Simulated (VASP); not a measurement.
# CdS (P6_3mc) in VASP: further runs, part 3 of 3

VASP 6.6.1.

## 6. Electric field gradients, PBEsol (25.98 Å³/atom)

This run uses another cell than the first one, of 25.98 Å³/atom.

The input, INCAR:

```
SYSTEM = CdS
PREC = Accurate ; ENCUT = 520
EDIFF = 1E-8 ; ISMEAR = -1
SIGMA = 0.01 ; LREAL = .FALSE.
LASPH = .TRUE. ; NELM = 80
ALGO = Normal ; ISIF = 2
LWAVE = .FALSE. ; LCHARG = .FALSE.
GGA = PS ; LEFG = .TRUE.
NBANDS = 26
```

The input, KPOINTS:

```
regular mesh
0
G
  7 7 4
  0 0 0
```

The input, POSCAR:

```
CdS
1.0
    4.1892106958      0.0000000000      0.0000000000
   -2.0946053479      3.6279628844      0.0000000000
    0.0000000000      0.0000000000      6.8378128164
Cd S
2 2
Direct
    0.3333333333      0.6666666667      0.0000000000
    0.6666666667      0.3333333333      0.5000000000
    0.3333333333      0.6666666667      0.3850000000
    0.6666666667      0.3333333333      0.8850000000
```

Potentials or basis: VASP PAW PBE potentials, release 64 (Cd, S).

Started as:

```bash
cat potpaw_PBE.64/Cd/POTCAR potpaw_PBE.64/S/POTCAR > POTCAR
mpirun -np 1 vasp_std > vasp.out
```

OUTCAR:

```text
SYSTEM = CdS
   PREC = Accurate
   ENCUT = 520
   EDIFF = 1E-8
   ISMEAR = -1
   LREAL = .FALSE.
   LASPH = .TRUE.
   NELM = 80
   ISIF = 2
   GGA = PS

 ion  position               nearest neighbor table
   1  0.333  0.667  0.000-   4 2.54   4 2.54   4 2.54   3 2.63
   2  0.667  0.333  0.500-   3 2.54   3 2.54   3 2.54   4 2.63
   3  0.333  0.667  0.385-   2 2.54   2 2.54   2 2.54   1 2.63
   4  0.667  0.333  0.885-   1 2.54   1 2.54   1 2.54   2 2.63

  LATTYP: Found a hexagonal cell.
 ALAT       =     4.1892106958
 C/A-ratio  =     1.6322437120

  Lattice vectors:

[... 922 lines left out ...]
 ion       V_xx      V_yy      V_zz      V_xy      V_xz      V_yz
---------------------------------------------------------------------
   1     -16.713   -16.712    33.425     0.001     0.000    -0.000
   2     -16.713   -16.712    33.425     0.001    -0.000     0.000
   3       3.620     3.621    -7.241     0.000    -0.000     0.000
   4       3.620     3.621    -7.241     0.000     0.000    -0.000
---------------------------------------------------------------------

 Electric field gradients after diagonalization (V/A^2)
 (convention: |V_zz| > |V_xx| > |V_yy|)
----------------------------------------------------------------------
 ion       V_xx      V_yy      V_zz     asymmetry (V_yy - V_xx)/ V_zz
----------------------------------------------------------------------
   1     -16.714   -16.711    33.425       0.000
   2     -16.714   -16.711    33.425       0.000
   3       3.621     3.620    -7.241       0.000
   4       3.621     3.620    -7.241       0.000
----------------------------------------------------------------------

           NMR quadrupolar parameters

 Cq : quadrupolar parameter    Cq=e*Q*V_zz/h
 eta: asymmetry parameters     (V_yy - V_xx)/ V_zz
 Q  : nuclear electric quadrupole moment in mb (millibarn)
----------------------------------------------------------------------
 ion       Cq(MHz)       eta       Q (mb)
----------------------------------------------------------------------
   1       0.081       0.000       1.000
   2       0.081       0.000       1.000
   3      -0.018       0.000       1.000
   4      -0.018       0.000       1.000
----------------------------------------------------------------------
```

OSZICAR:

```text
N       E                     dE             d eps       ncg     rms          rms(c)
DAV:   1     0.241277581589E+03    0.24128E+03   -0.17376E+04  1248   0.126E+03
DAV:   2    -0.121583259066E+01   -0.24249E+03   -0.23436E+03  1374   0.316E+02
DAV:   3    -0.144540735728E+02   -0.13238E+02   -0.13152E+02  1484   0.738E+01
DAV:   4    -0.145901045351E+02   -0.13603E+00   -0.13589E+00  1420   0.721E+00
DAV:   5    -0.145921102487E+02   -0.20057E-02   -0.20056E-02  1448   0.876E-01    0.997E+00
DAV:   6    -0.136128671554E+02    0.97924E+00   -0.18544E+00  1660   0.146E+01    0.800E+00
DAV:   7    -0.135912188799E+02    0.21648E-01   -0.58515E-01  1288   0.413E+00    0.377E+00
DAV:   8    -0.135858959363E+02    0.53229E-02   -0.73871E-02  1338   0.268E+00    0.436E-01
DAV:   9    -0.135841273721E+02    0.17686E-02   -0.13433E-02  1414   0.140E+00    0.124E-01
DAV:  10    -0.135842365974E+02   -0.10923E-03   -0.10755E-03  1378   0.317E-01    0.972E-02
DAV:  11    -0.135843110913E+02   -0.74494E-04   -0.14842E-04  1404   0.781E-02    0.672E-02
DAV:  12    -0.135843373107E+02   -0.26219E-04   -0.78803E-05  1288   0.406E-02    0.305E-02
DAV:  13    -0.135843350665E+02    0.22442E-05   -0.87099E-06  1424   0.270E-02    0.742E-03
DAV:  14    -0.135843359881E+02   -0.92154E-06   -0.16445E-06  1308   0.979E-03    0.278E-03
DAV:  15    -0.135843359672E+02    0.20817E-07   -0.16333E-07  1478   0.260E-03    0.361E-03
DAV:  16    -0.135843358866E+02    0.80593E-07   -0.58667E-08  1418   0.196E-03    0.641E-04
DAV:  17    -0.135843358962E+02   -0.96056E-08   -0.97116E-10   670   0.220E-04
   1 F= -.13584336E+02 E0= -.13584336E+02  d E =-.741185E-11
```

Run time: 3.1 min. Hardware: 1 thread of Intel Xeon 8259CL, shared host; peak memory 0.24 GiB.

Results:

- Free energy: -13.5843 eV
- Pressure: -2.3 GPa
- Largest force: 0.216 eV/Å
- Band gap on the k mesh: 1.00 eV
- Largest electric field gradient by atom: Cd +33.4; S -7.2 V/Å²

Forces in eV/Å, atoms in the order of the input:
```
Cd   0.000  0.000  0.216
Cd   0.000  0.000  0.216
S    0.000  0.000 -0.216
S    0.000  0.000 -0.216
```

Levels at points of the mesh, in eV from the valence-band top:
```csv
k point,band 14,band 15,band 16,band 17,band 18,band 19,band 20,band 21,band 22,band 23
"(0.00, 0.00, 0.00)",-0.66,-0.66,-0.02,0.00,0.00,1.00,2.55,6.40,6.40,6.66
"(0.00, 0.00, 0.50)",-2.35,-0.34,-0.34,-0.34,-0.34,2.63,2.63,5.97,5.97,6.72
```

Electric field gradients, principal values (V/Å²):
| atom | least | middle | greatest (by size) |
| --- | --- | --- | --- |
| 1 Cd | -16.711 | -16.714 | 33.425 |
| 2 Cd | -16.711 | -16.714 | 33.425 |
| 3 S | 3.620 | 3.621 | -7.241 |
| 4 S | 3.620 | 3.621 | -7.241 |

Caveat: without QUAD_EFG the Cq values of the log hold for a quadrupole moment of 1 mb, not for the nuclei; the PAW data sets were made with another functional, which shifts forces and pressure a little.

## 7. Electric field gradients, PBEsol (26.48 Å³/atom)

This run uses another cell than the first one, of 26.48 Å³/atom.

The input, INCAR:

```
SYSTEM = CdS
PREC     = Accurate       ! precision mode
ENCUT    = 520            ! plane-wave cutoff, eV
EDIFF    = 1E-8           ! SCF threshold, eV
ISMEAR   = -1             ! smearing method
SIGMA    = 0.01           ! smearing width, eV
LREAL    = .False.        ! projectors in reciprocal space
LASPH    = .True.         ! aspherical terms in the spheres
NELM     = 100            ! most SCF steps
ALGO     = Normal         ! electronic algorithm
ISIF     = 2              ! what is computed and relaxed
LWAVE    = .False.        ! write WAVECAR
LCHARG   = .False.        ! write CHGCAR
GGA      = PS             ! functional
LEFG     = .True.       
NBANDS   = 26             ! bands
```

The input, KPOINTS:

```
Automatic mesh
0
Gamma
  7 7 4
  0 0 0
```

The input, POSCAR:

```
CdS
1.0
    4.2158942859      0.0000000000      0.0000000000
   -2.1079471430      3.6510715513      0.0000000000
    0.0000000000      0.0000000000      6.8813669385
Cd S
2 2
Direct
    0.3333333333      0.6666666667      0.0000000000
    0.6666666667      0.3333333333      0.5000000000
    0.3333333333      0.6666666667      0.3850000000
    0.6666666667      0.3333333333      0.8850000000
```

Potentials or basis: VASP PAW PBE potentials, release 64 (Cd, S).

Started as:

```bash
cat potpaw_PBE.64/Cd/POTCAR potpaw_PBE.64/S/POTCAR > POTCAR
mpirun -np 1 vasp_std > vasp.out
```

OUTCAR:

```text
SYSTEM = CdS
   PREC = Accurate
   ENCUT = 520
   EDIFF = 1E-8
   ISMEAR = -1
   LREAL = .False.
   LASPH = .True.
   NELM = 100
   ISIF = 2
   GGA = PS

 ion  position               nearest neighbor table
   1  0.333  0.667  0.000-   4 2.56   4 2.56   4 2.56   3 2.65
   2  0.667  0.333  0.500-   3 2.56   3 2.56   3 2.56   4 2.65
   3  0.333  0.667  0.385-   2 2.56   2 2.56   2 2.56   1 2.65
   4  0.667  0.333  0.885-   1 2.56   1 2.56   1 2.56   2 2.65

  LATTYP: Found a hexagonal cell.
 ALAT       =     4.2158942859
 C/A-ratio  =     1.6322437120

  Lattice vectors:

[... 922 lines left out ...]
 ion       V_xx      V_yy      V_zz      V_xy      V_xz      V_yz
---------------------------------------------------------------------
   1     -16.285   -16.283    32.567     0.001     0.000    -0.000
   2     -16.285   -16.283    32.567     0.001    -0.000     0.000
   3       3.788     3.788    -7.576     0.000    -0.000     0.000
   4       3.788     3.788    -7.576     0.000     0.000    -0.000
---------------------------------------------------------------------

 Electric field gradients after diagonalization (V/A^2)
 (convention: |V_zz| > |V_xx| > |V_yy|)
----------------------------------------------------------------------
 ion       V_xx      V_yy      V_zz     asymmetry (V_yy - V_xx)/ V_zz
----------------------------------------------------------------------
   1     -16.285   -16.282    32.567       0.000
   2     -16.285   -16.282    32.567       0.000
   3       3.788     3.788    -7.576       0.000
   4       3.788     3.788    -7.576       0.000
----------------------------------------------------------------------

           NMR quadrupolar parameters

 Cq : quadrupolar parameter    Cq=e*Q*V_zz/h
 eta: asymmetry parameters     (V_yy - V_xx)/ V_zz
 Q  : nuclear electric quadrupole moment in mb (millibarn)
----------------------------------------------------------------------
 ion       Cq(MHz)       eta       Q (mb)
----------------------------------------------------------------------
   1       0.079       0.000       1.000
   2       0.079       0.000       1.000
   3      -0.018       0.000       1.000
   4      -0.018       0.000       1.000
----------------------------------------------------------------------
```

OSZICAR:

```text
N       E                     dE             d eps       ncg     rms          rms(c)
DAV:   1     0.243442720536E+03    0.24344E+03   -0.17320E+04  1248   0.126E+03
DAV:   2    -0.676165252270E+00   -0.24412E+03   -0.23550E+03  1366   0.314E+02
DAV:   3    -0.144150467562E+02   -0.13739E+02   -0.13651E+02  1496   0.737E+01
[... 11 lines left out ...]
DAV:  15    -0.135498797191E+02    0.59156E-07   -0.16692E-07  1488   0.226E-03    0.355E-03
DAV:  16    -0.135498796357E+02    0.83451E-07   -0.51117E-08  1368   0.154E-03    0.118E-03
DAV:  17    -0.135498796557E+02   -0.20033E-07   -0.19314E-09   726   0.263E-04    0.472E-04
DAV:  18    -0.135498796686E+02   -0.12839E-07   -0.15364E-09   656   0.279E-04    0.196E-04
DAV:  19    -0.135498796756E+02   -0.70554E-08   -0.11950E-09   646   0.191E-04
   1 F= -.13549880E+02 E0= -.13549880E+02  d E =-.341673E-11
```

stdout:

```text
POSCAR found type information on POSCAR CdS
 POSCAR found :  2 types and       4 ions
 scaLAPACK will be used
 -----------------------------------------------------------------------------
|                                                                             |
|                                                                             |
|     You enforced a specific xc type in the INCAR file but a different       |
|     I HOPE YOU KNOW WHAT YOU ARE DOING!                                     |
|                                                                             |
 -----------------------------------------------------------------------------

 LDA part: xc-table for (Slater+PW92), standard interpolation
 POSCAR, INCAR and KPOINTS ok, starting setup
 FFT: planning ... GRIDC
 FFT: planning ... GRID_SOFT
 FFT: planning ... GRID
 WAVECAR not read
 entering main loop
ion   1

ion   2

ion   3

ion   4
```

Wall time 3.3 min (1 thread of Intel Xeon 8259CL, shared host); peak memory 0.25 GiB.

What came out:

- Free energy: -13.5499 eV
- Pressure: -3.2 GPa
- Largest force: 0.199 eV/Å
- Band gap on the k mesh: 0.96 eV
- Largest electric field gradient by atom: Cd +32.6; S -7.6 V/Å²

Forces in eV/Å, atoms in the order of the input:
```
Cd   0.000  0.000  0.199
Cd   0.000  0.000  0.199
S    0.000  0.000 -0.199
S    0.000  0.000 -0.199
```

Stress tensor (GPa, compression positive):
```
-2.77  0.00  0.00
 0.00 -2.77  0.00
 0.00  0.00 -4.16
```

Levels at points of the mesh, in eV from the valence-band top:
```csv
k point,band 14,band 15,band 16,band 17,band 18,band 19,band 20,band 21,band 22,band 23
"(0.00, 0.00, 0.00)",-0.64,-0.64,-0.02,0.00,0.00,0.96,2.53,6.40,6.40,6.66
"(0.00, 0.00, 0.50)",-2.30,-0.33,-0.33,-0.33,-0.33,2.58,2.58,5.95,5.95,6.72
```

Electric field gradients, principal values (V/Å²):
```csv
atom,least,middle,greatest (by size)
1 Cd,-16.282,-16.285,32.567
2 Cd,-16.282,-16.285,32.567
3 S,3.788,3.788,-7.576
4 S,3.788,3.788,-7.576
```

Caveat: the cell stands under tension; without QUAD_EFG the Cq values of the log hold for a quadrupole moment of 1 mb, not for the nuclei; the PAW data sets were made with another functional, which shifts forces and pressure a little.

## 8. The runs side by side

```tsv
cell	gap on the mesh (eV)	pressure (GPa)	largest force (eV/Å)
a = 4.149, b = 4.149, c = 6.771 Å, angles 90.0, 90.0, 120.0°, 4 atoms	1.07	-0.8	0.24
a = 4.162, b = 4.162, c = 6.794 Å, angles 90.0, 90.0, 120.0°, 4 atoms	1.05	-1.3	0.23
a = 4.189, b = 4.189, c = 6.838 Å, angles 90.0, 90.0, 120.0°, 4 atoms	1.00	-2.3	0.22
a = 4.216, b = 4.216, c = 6.881 Å, angles 90.0, 90.0, 120.0°, 4 atoms	0.96	-3.2	0.20
```

Alike in all rows: task electric field gradients; level PBEsol; potentials or basis VASP PAW PBE potentials, release 64 (Cd, S); no spin polarisation; k mesh 7 × 7 × 4; cutoff (eV) 520; smearing fermi-dirac 0.01 eV.

Caveats: the PAW data sets were made with another functional, which shifts forces and pressure a little; the cell stands under tension (at least some runs).

Absolute energies hang on the potentials; compare differences alone.
